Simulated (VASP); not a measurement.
# C (I4_1/amd) in VASP: notebook, part 2 of 2

VASP 6.6.1. The steps go on from the part before.

## Step 3: Single point, PBEsol

This run uses another cell than the first one, of the same volume but with other edges.

Input file INCAR:

```
SYSTEM = C
PREC = Accurate ; ENCUT = 520
EDIFF = 1E-6 ; ISMEAR = 0
SIGMA = 0.05 ; LREAL = .FALSE.
LASPH = .TRUE. ; NELM = 100
ALGO = Normal ; ISIF = 2
LWAVE = .FALSE. ; LCHARG = .TRUE.
GGA = PS ; LELF = .TRUE.
LVHAR = .TRUE. ; NBANDS = 11
```

Input file KPOINTS:

```
Automatic mesh
0
G
  12 12 12
  0 0 0
```

Input file POSCAR:

```
C
1.0
    0.0000000000      1.5889087591      2.2467169853
    1.5889087591      0.0000000000      2.2467169853
    1.5889087591      1.5889087591      0.0000000000
C
2
Direct
    0.5000000000      0.5000000000      0.5000000000
    0.7500000000      0.7500000000      0.7500000000
```

Potentials or basis: VASP PAW PBE potentials, release 64 (C).

Command:

```sh
$ cat potpaw_PBE.64/C/POTCAR > POTCAR
$ mpirun -np 1 vasp_std > vasp.out
```

OUTCAR:

```text
SYSTEM = C
   PREC = Accurate
   ENCUT = 520
   EDIFF = 1E-6
   ISMEAR = 0
   LREAL = .FALSE.
   LASPH = .TRUE.
   NELM = 100
   ISIF = 2
   GGA = PS

 ion  position               nearest neighbor table
   1  0.500  0.500  0.500-   2 1.59   2 1.59   2 1.59   2 1.59
   2  0.750  0.750  0.750-   1 1.59   1 1.59   1 1.59   1 1.59

  LATTYP: Found a body centered tetragonal cell.
 ALAT       =     2.2470563165
 C/A-ratio  =     1.9996979771

  Lattice vectors:

 A1 = (  -1.5889087591,   0.0000000000,   2.2467169853)
 A2 = (   1.5889087591,   0.0000000000,   2.2467169853)
 A3 = (   0.0000000000,   1.5889087591,  -2.2467169853)

Analysis of symmetry for initial positions (statically):
=====================================================================
 Subroutine PRICEL returns:
 Original cell was already a primitive cell.

 Routine SETGRP: Setting up the symmetry group for a
 body centered tetragonal supercell.

 Subroutine GETGRP returns: Found 16 space group operations
 (whereof  8 operations were pure point group operations)
 out of a pool of 16 trial point group operations.

The static configuration has the point symmetry D_2d.
 The point group associated with its full space group is D_4h.

Analysis of symmetry for dynamics (positions and initial velocities):
=====================================================================
 Subroutine PRICEL returns:
 Original cell was already a primitive cell.

 Routine SETGRP: Setting up the symmetry group for a
 body centered tetragonal supercell.

 Subroutine GETGRP returns: Found 16 space group operations
 (whereof  8 operations were pure point group operations)
 out of a pool of 16 trial point group operations.

The dynamic configuration has the point symmetry D_2d.
 The point group associated with its full space group is D_4h.

 Subroutine INISYM returns: Found 16 space group operations
 (whereof  8 operations are pure point group operations),
 and found     1 'primitive' translations

----------------------------------------------------------------------------------------

                                     Primitive cell

  volume of cell :      11.3443

  direct lattice vectors                    reciprocal lattice vectors
     0.000000000  1.588908759  2.246716985    -0.314681379  0.314681379  0.222546944
     1.588908759  0.000000000  2.246716985     0.314681379 -0.314681379  0.222546944
     1.588908759  1.588908759  0.000000000     0.314681379  0.314681379 -0.222546944

  length of vectors
     2.751793644  2.751793644  2.247056316     0.497569978  0.497569978  0.497569978

  position of ions in fractional coordinates (direct lattice)
     0.500000000  0.500000000  0.500000000
     0.750000000  0.750000000  0.750000000

  ion indices of the primitive-cell ions
   primitive index   ion index
                 1           1
                 2           2

----------------------------------------------------------------------------------------

 KPOINTS: Automatic mesh

Automatic generation of k-mesh.
 Grid dimensions read from file:
 generate k-points for:   12   12   12

 Generating k-lattice:

  Cartesian coordinates                     Fractional coordinates (reciprocal lattice)
    -0.026223448  0.026223448  0.018545579     0.083333333 -0.000000000  0.000000000
     0.026223448 -0.026223448  0.018545579    -0.000000000  0.083333333  0.000000000
     0.026223448  0.026223448 -0.018545579     0.000000000  0.000000000  0.083333333

  Length of vectors
     0.041464165  0.041464165  0.041464165

  Shift w.r.t. Gamma in fractional coordinates (k-lattice)
     0.000000000  0.000000000  0.000000000

 Subroutine IBZKPT returns following result:
 ===========================================

 Found    163 irreducible k-points:

 Following reciprocal coordinates:
            Coordinates               Weight
  0.000000  0.000000  0.000000      1.000000
  0.083333  0.000000  0.000000      8.000000
  0.166667  0.000000  0.000000      8.000000
  0.250000  0.000000  0.000000      8.000000
  0.333333  0.000000  0.000000      8.000000
  0.416667  0.000000  0.000000      8.000000
[... 16 lines left out ...]
  0.500000  0.166667  0.000000      8.000000
 -0.416667  0.166667  0.000000      8.000000
 [... further k-points ...]
   k-points           NKPTS =    163   k-points in BZ     NKDIM =    163   number of bands    NBANDS=     11
   number of dos      NEDOS =    301   number of ions     NIONS =      2
   total plane-waves  NPLWV =   7200
   dimension x,y,z NGX =    20 NGY =   20 NGZ =   18
   dimension x,y,z NGXF=    40 NGYF=   40 NGZF=   36
   ions per type =               2
   NGX,Y,Z   is equivalent  to a cutoff of  12.08, 12.08, 13.32 a.u.
   NGXF,Y,Z  is equivalent  to a cutoff of  24.17, 24.17, 26.63 a.u.
 SYSTEM =  C
   PREC   = accura    normal or accurate (medium, high low for compatibility)
   ISTART =      0    job   : 0-new  1-cont  2-samecut
   ICHARG =      2    charge: 1-file 2-atom 10-const
   ISPIN  =      1    spin polarized calculation?
   LNONCOLLINEAR =      F non collinear calculations
   LSORBIT =      F    spin-orbit coupling
   LASPH  =      T    aspherical Exc in radial PAW
   ENCUT  =  520.0 eV  38.22 Ry    6.18 a.u.   5.12  5.12  4.18*2*pi/ulx,y,z
   NELM   =    100;   NELMIN=  2; NELMDL= -5     # of ELM steps
   EDIFF  = 0.1E-05   stopping-criterion for ELM
   LREAL  =      F    real-space projection
   EDIFFG = 0.1E-04   stopping-criterion for IOM
   NSW    =      0    number of steps for IOM
   IBRION =     -1    ionic relax: 0-MD 1-quasi-New 2-CG
   NFREE  =      0    steps in history (QN), initial steepest desc. (CG)
   ISIF   =      2    stress and relaxation
   ISYM   =      2    0-nonsym 1-usesym 2-fastsym
   POTIM  = 0.5000    time-step for ionic-motion
   TEBEG  =    0.0;   TEEND  =   0.0 temperature during run
   PSTRESS=    0.0 pullay stress
   NELECT =       8.0000    total number of electrons
   NUPDOWN=      -1.0000    fix difference up-down
   EMIN   =  10.00;   EMAX   =-10.00  energy-range for DOS
   EFERMI =   0.00;   METHOD = LEGACY
   ISMEAR =     0;   SIGMA  =   0.05  broadening in eV -4-tet -1-fermi 0-gaus
   EFERMI_NEDOS =   21; number of points for ismear=-14 and -15
   IALGO  =     38    algorithm
   IMIX   =      4    mixing-type and parameters
     AMIX     =   0.40;   BMIX     =  1.00
     AMIX_MAG =   1.60;   BMIX_MAG =  1.00
  volume/ion in A,a.u.               =       5.67        38.28
  Fermi-wavevector in a.u.,A,eV,Ry     =   1.457178  2.753668 28.890189  2.123369
  Thomas-Fermi vector in A             =   2.574010
   LORBIT       =      0    0 simple, 1 ext, 2 COOP (PROOUT), +10 PAW based schemes
   GGA     = PS    functional components
   LHFCALC =     F    Hartree Fock is set to
   AEXX    =    0.0000 exact exchange contribution
   IVDW    =     0    specifies the selected vdW correction
   LEPSILON=     F    determine dielectric tensor
   LRPA    =     F    only Hartree local field effects (RPA)
 non-spin polarized calculation
 Gauss-broadening in eV      SIGMA  =   0.05
  energy-cutoff  :      520.00
  volume of cell :       11.34
 maximum number of plane-waves:       316
   NGX = 11   NGY = 11   NGZ =  9

 number of electron       8.0000000 magnetization

 Free energy of the ion-electron system (eV)
  ---------------------------------------------------
  ext. energy  EPLUGINS =         0.00000000
  ---------------------------------------------------
  free energy    TOTEN  =       -16.12877356 eV

  energy without entropy =      -16.12828363  energy(sigma->0) =      -16.12852860

 E-fermi :  12.0317     XC(G=0): -13.5594

 val. band max:       12.0220385693   @ k =   0.5000   0.0000   0.0833
 cond. band min:      12.0524583626   @ k =   0.4167   0.0000   0.4167
 fundamental gap:      0.0304197933
 Fermi energy:        12.0316745252

 k-point     1 :       0.0000    0.0000    0.0000
  band No.  band energies     occupation
      1     -11.6544      2.00000
      2       5.2661      2.00000
      3      12.3627      0.00000
      4      12.3627      0.00000
      5      15.1578      0.00000
      6      15.1578      0.00000
      7      17.6115      0.00000
      8      19.1502      0.00000
      9      29.3321      0.00000
     10      30.1447      0.00000
     11      30.1686      0.00000
[... 309 lines left out ...]
 k-point    24 :      -0.4167    0.1667    0.0000
  band No.  band energies     occupation
      1      -4.9964      2.00000
      2      -2.7664      2.00000
      3       1.3043      2.00000
      4      10.5183      2.00000
      5      14.8968      0.00000
      6      20.5575      0.00000
      7      22.5280      0.00000
      8      24.0183      0.00000
      9      30.9181      0.00000
     10      32.7493      0.00000
     11      36.1919      0.00000

 [... further k-points ...]
[... 5 lines left out ...]
  --------------------------------------------------------------------------------------
  -------------------------------------------------------------------------------------
  Total        9.3248601      9.3248601    -18.1835480      0.0000000      0.0000000     -0.0000000
  in kB     1316.9722475   1316.9722475  -2568.1058876      0.0000000      0.0000000     -0.0000000
  external PRESSURE =      21.9462024 kB  Pullay stress =       0.0000000 kB

 VOLUME and BASIS-vectors are now :
 -----------------------------------------------------------------------------
  energy-cutoff  :      520.00
  volume of cell :       11.34
      direct lattice vectors                 reciprocal lattice vectors
     0.000000000  1.588908759  2.246716985    -0.314681379  0.314681379  0.222546944
     1.588908759  0.000000000  2.246716985     0.314681379 -0.314681379  0.222546944
     1.588908759  1.588908759  0.000000000     0.314681379  0.314681379 -0.222546944

 POSITION                                       TOTAL-FORCE (eV/Angst)
 -----------------------------------------------------------------------------------
      1.58891      1.58891      2.24672         0.000000      0.000000     -0.000000
      2.38336      2.38336      3.37008        -0.000000     -0.000000      0.000000
 -----------------------------------------------------------------------------------
    total drift:                                0.000000     -0.000000      0.000000

  FREE ENERGIE OF THE ION-ELECTRON SYSTEM (eV)
  ---------------------------------------------------
  free  energy   TOTEN  =       -16.1287735645 eV

  energy  without entropy=      -16.1282836348  energy(sigma->0) =      -16.12852860
```

OSZICAR:

```text
N       E                     dE             d eps       ncg     rms          rms(c)
DAV:   1     0.285838374094E+01    0.28584E+01   -0.47301E+03  3773   0.698E+02
DAV:   2    -0.162168211947E+02   -0.19075E+02   -0.18248E+02  4551   0.124E+02
DAV:   3    -0.166182266607E+02   -0.40141E+00   -0.39951E+00  4194   0.137E+01
DAV:   4    -0.166188909419E+02   -0.66428E-03   -0.66323E-03  3964   0.672E-01
DAV:   5    -0.166188917265E+02   -0.78456E-06   -0.78510E-06  4216   0.211E-02    0.502E+00
DAV:   6    -0.162529080327E+02    0.36598E+00   -0.18494E-01  3844   0.296E+00    0.294E+00
DAV:   7    -0.161286028751E+02    0.12431E+00   -0.21777E-01  4036   0.326E+00    0.592E-01
DAV:   8    -0.161287683341E+02   -0.16546E-03   -0.55557E-03  3859   0.598E-01    0.287E-02
DAV:   9    -0.161287681143E+02    0.21980E-06   -0.19773E-05  4164   0.366E-02    0.200E-02
DAV:  10    -0.161287738418E+02   -0.57276E-05   -0.37976E-06  3862   0.165E-02    0.480E-03
DAV:  11    -0.161287735645E+02    0.27729E-06   -0.12241E-07  2099   0.260E-03
   1 F= -.16128774E+02 E0= -.16128529E+02  d E =-.489930E-03
```

Wall time 6.5 s (1 thread of Intel Xeon 6975P-C (Granite Rapids), shared host); peak memory 0.12 GiB.

Results:

```
Free energy            : -16.1288 eV
Pressure               : 2.2 GPa
Band gap on the k mesh : zero (band 4 reaches 12.39 eV, above the bottom of band 5 at 11.57 eV)
```

Levels at points of the mesh, in eV from the Fermi level:
```
           k point  band 1  band 2  band 3  band 4  band 5  band 6  band 7  band 8  band 9
(0.00, 0.00, 0.00)  -23.69   -6.77    0.33    0.33    3.13    3.13    5.58    7.12   17.30
(0.50, 0.00, 0.00)  -17.37  -15.32   -8.07   -0.88   -0.46    7.49   12.01   12.12   18.25
(0.50, 0.50, 0.00)  -17.97  -17.97   -4.31   -4.31    8.24    8.24   12.28   12.28   16.08
(0.50, 0.00, 0.50)  -12.72  -12.72   -9.20   -9.20    0.54    0.54   10.43   10.43   16.85
```

Caveat: the PAW data sets were made with another functional, which shifts forces and pressure a little.
